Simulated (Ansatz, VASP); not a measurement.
## Bi2TePd2: VASP beside Ansatz

The input INCAR:

```
SYSTEM = Bi2TePd2
PREC = Accurate
ENCUT = 500
EDIFF = 1E-7
ISMEAR = 1
SIGMA = 0.0135
LREAL = .FALSE.
LASPH = .TRUE.
NELM = 120
ALGO = Normal
ISIF = 3
LWAVE = .FALSE.
LCHARG = .FALSE.
GGA = PE
IBRION = 2
NSW = 60
EDIFFG = -0.01
GGA_COMPAT = .FALSE.
NELMIN = 4
```

The input KPOINTS:

```
regular mesh
0
G
  5 5 5
  0 0 0
```

File POSCAR:

```
Bi2TePd2
1.0
    3.9545050000      0.0000000000      0.0000000000
   -1.9772530000      3.4247070000      0.0000000000
   -1.9772530000      1.1415690000      9.1817980000
Bi Pd Te
2 2 1
Direct
    0.3980600000      0.6019400000      0.1941800000
    0.6019400000      0.3980600000      0.8058200000
    0.2116000000      0.7884000000      0.6348000000
    0.7884000000      0.2116000000      0.3652000000
    0.0000000000      0.0000000000      0.0000000000
```

Input for Ansatz:

```yaml
crystal:
  lattice:
    - [3.954505, 0.0, 0.0]
    - [-1.977253, 3.424707, 0.0]
    - [-1.977253, 1.141569, 9.181798]
  atoms:
    - { symbol: Bi, position: [0.39806, 0.60194, 0.19418] }
    - { symbol: Bi, position: [0.60194, 0.39806, 0.80582] }
    - { symbol: Pd, position: [0.2116, 0.7884, 0.6348] }
    - { symbol: Pd, position: [0.7884, 0.2116, 0.3652] }
    - { symbol: Te, position: [0.0, 0.0, 0.0] }
  symmetry: { tolerance: 0.0003 }
kpoints:
  mp_grid: { grid: [5, 5, 5], shift: [0, 0, 0] }
magnetization:
  spin_polarized: false
scf:
  occupations: { method: methfessel_paxton, width: 0.0135 }
hamiltonian:
  pseudopotentials: { kind: paw }
  xc: pbe
basis:
  ecutwfc: 420
output:
  forces: true
  stress: true
  eigenvalues: true
  write_density: true
  write_potential: true
  elf: true
  volumetric_format: npy
relax:
  max_steps: 40
  cell: {}
```

Alike in both runs: task relaxation of cell and atoms; functional PBE; k mesh 5 × 5 × 5; occupations methfessel-paxton of order 1, width 0.0135 eV; no spin polarisation.

|  | VASP | Ansatz |
| --- | --- | --- |
| version | VASP 6.6.1 | Ansatz 0.2.0 |
| potentials or method | VASP PAW PBE potentials, release 64 (Bi_d, Pd, Te), cutoff 500 eV | PAW plane waves |
| valence electrons in the cell | 56 | 82 |

```tsv
	VASP	Ansatz	Ansatz less VASP
gap on the k mesh at the Fermi level, each at its own relaxed structure (eV)	none	none	-
relaxed volume (Å³/atom)	25.65	25.66	+0.003
relaxed cell length with the largest relative difference (Å)	8.243	8.235	-0.0080
```

A gap of «none» marks a metal or a gap that the smearing closes. VASP's potentials hold 56 valence electrons a cell and Ansatz's 82, so a difference there can come from the potentials and not from the codes. Ansatz's warnings: structure snapped to symmetry.

The k mesh is coarse, so the values compare programs but aren't converged. Neither program's run includes spin-orbit coupling.
